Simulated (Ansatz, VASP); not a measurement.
# Two plane-wave programs on Rb2H3

```
Rb H
1.0
     2.28907    1.32160    9.05245
    -2.28907    1.32160    9.05245
     0.00000   -2.64319    9.05245
Rb H
2 3
Direct
  0.25258 0.25258 0.25258
  0.74742 0.74742 0.74742
  0.46127 0.46127 0.46127
  0.53873 0.53873 0.53873
  0.50000 0.50000 0.50000
```

Alike in both runs: functional PBE; k mesh 12 × 12 × 12; occupations gaussian, width 0.1 eV; no spin polarisation.

Ansatz relaxed the structure, and its values are those at the end. VASP's run is a single point on that final structure, the one shown.

|  | VASP | Ansatz |
| --- | --- | --- |
| version | VASP 6.6.1 | Ansatz 0.2.0 |
| potentials or method | VASP PAW PBE potentials, release 64 (Rb_sv, H), cutoff 520 eV | scalar-relativistic, plane waves, PAW |
| valence electrons in the cell | 21 | 21 |

```tsv
	VASP	Ansatz	Ansatz less VASP
gap on the k mesh at the Fermi level (eV)	none	none	-
pressure (GPa)	0.0	0.0	+0.03
```

A gap of «none» marks a metal or a gap that the smearing closes. The functional is the same, so the differences come from potentials, cutoffs and numerics.
